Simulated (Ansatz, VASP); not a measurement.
Two plane-wave programs on CdAu

The input INCAR:

```
PREC = Accurate
ENCUT = 520
EDIFF = 1E-6
ISMEAR = 0
SIGMA = 0.15
LREAL = F
LASPH = T
NELM = 80
ALGO = Fast
ISIF = 2
LWAVE = F
LCHARG = F
NBANDS = 18
```

Contents of KPOINTS:

```
regular mesh
0
Gamma
  21 21 12
```

Contents of POSCAR:

```
CdAu
1.0
    2.9936952475      0.0000000000      0.0000000000
   -1.4968476237      2.5926161355      0.0000000000
    0.0000000000      0.0000000000      4.9031364445
Cd Au
1 1
Direct
    0.0000000000      0.0000000000      0.0000000000
    0.3333333333      0.6666666667      0.5000000000
```

Input for Ansatz:

```yaml
crystal:
  lattice:
    - [2.9936952475, 0.0, 0.0]
    - [-1.4968476237, 2.5926161355, 0.0]
    - [0.0, 0.0, 4.9031364445]
  atoms:
    - { symbol: Cd, position: [0.0, 0.0, 0.0] }
    - { symbol: Au, position: [0.3333333333, 0.6666666667, 0.5] }
basis:
  ecutwfc: 420
kpoints:
  mp_grid: { grid: [21, 21, 12] }
hamiltonian:
  xc: lda
scf:
  occupations: { method: gaussian, width: 0.15 }
output:
  forces: true
  stress: true
  eigenvalues: true
```

Alike in both runs: task single point; functional LDA; k mesh 21 × 21 × 12; occupations gaussian, width 0.15 eV; no spin polarisation.

|  | VASP | Ansatz |
| --- | --- | --- |
| version | VASP 6.6.1 | Ansatz 0.2.0 |
| potentials or method | VASP PAW LDA potentials, release 64 (Cd, Au), cutoff 520 eV | scalar-relativistic, plane waves, PAW |
| valence electrons in the cell | 23 | 39 |

|  | VASP | Ansatz | Ansatz less VASP |
| --- | --- | --- | --- |
| gap on the k mesh at the Fermi level (eV) | none | none | - |
| pressure (GPa) | -7.9 | -8.6 | -0.66 |
| traceless stress, the component that is largest in VASP (GPa) | -2.59 | -2.70 | -0.111 |

LDA's correlation is that of Perdew and Zunger in VASP and of Perdew and Wang (1992) in Ansatz. A gap of «none» marks a metal or a gap that the smearing closes. VASP's potentials hold 23 valence electrons a cell and Ansatz's 39, so a difference there can come from the potentials and not from the codes.

Spin-orbit coupling is off throughout.
